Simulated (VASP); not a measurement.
Si, 4 atoms in the cell. Symmetry: P6_3/mmc, No. 194, hexagonal system. Conventional cell: a = 3.786 Å, b = 3.786 Å, c = 6.264 Å, α = 90.00°, β = 90.00°, γ = 120.00°. Si (site symmetry 3m) has 4 Si at 2.32 to 2.34 Å within 3.1 Å. This isn't the form of Si at room conditions, which is diamond.

```yaml
Program: VASP 6.6.1
Task: elastic constants
Functional: PBE
Potentials_or_basis: VASP PAW PBE potentials, release 64 (Si)
Cutoff: 600 eV
k_mesh: 12 × 12 × 6
Occupations: gaussian, width 0.01 eV
Spin: no spin polarisation
Dipole_correction: no
Ions_in_elastic_constants: relaxed
Further_INCAR_settings: ALGO = Normal; EDIFF = 1e-08; IBRION = 6; POTIM = 0.015; NSW = 1; ISIF = 3
```

Potentials or basis: VASP PAW PBE potentials, release 64 (Si).

Command:

```console
$ cat potpaw_PBE.64/Si/POTCAR > POTCAR
$ mpirun -np 1 vasp_std > vasp.out
```

Hardware: 1 thread of Oxide Virtual Turin-like Processor, on a shared host.

Q: Estimate the wall time of this run.

A: Wall time 44 min on 1 thread of Oxide Virtual Turin-like Processor, with other jobs on the host, peak memory 0.7 GiB. Counts: scf iterations 178, k points 76.
